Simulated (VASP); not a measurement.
Here is a VASP 6.6.1 calculation.

INCAR

```
  PREC = Accurate
  ENCUT = 520
  EDIFF = 1E-7
  ISMEAR = 1
  SIGMA = 0.025
  LREAL = F
  LASPH = T
  NELM = 60
  ALGO = Normal
  ISIF = 2
  LWAVE = F
  LCHARG = F
  GGA = CA
  NBANDS = 25
```

The input KPOINTS:

```
Automatic mesh
0
Gamma
  14 14 14
```

POSCAR

```
Ti2Cd
1.0
   -1.4325000000      1.4325000000      6.7100000000
    1.4325000000     -1.4325000000      6.7100000000
    1.4325000000      1.4325000000     -6.7100000000
Ti Cd
2 1
Direct
    0.3240000000      0.3240000000      0.0000000000
    0.6760000000      0.6760000000      0.0000000000
    0.0000000000      0.0000000000      0.0000000000
```

Potentials or basis: VASP PAW LDA potentials, release 64 (Ti_sv, Cd).

Launch:

```console
$ cat potpaw_LDA.64/Ti_sv/POTCAR potpaw_LDA.64/Cd/POTCAR > POTCAR
$ mpirun -np 1 vasp_std > vasp.out
```

Problem. What does it give for the largest force?

Solution. 0.328 eV/Å.

Problem. Predict the band gap on the k mesh.

Solution. Zero (bands 18 and 19 overlap by 0.45 eV).

Forces in eV/Å, atoms in the order of the input:
```
Ti   0.000  0.000 -0.328
Ti   0.000  0.000  0.328
Cd   0.000  0.000  0.000
```

Caveat: the cell stands under tension.
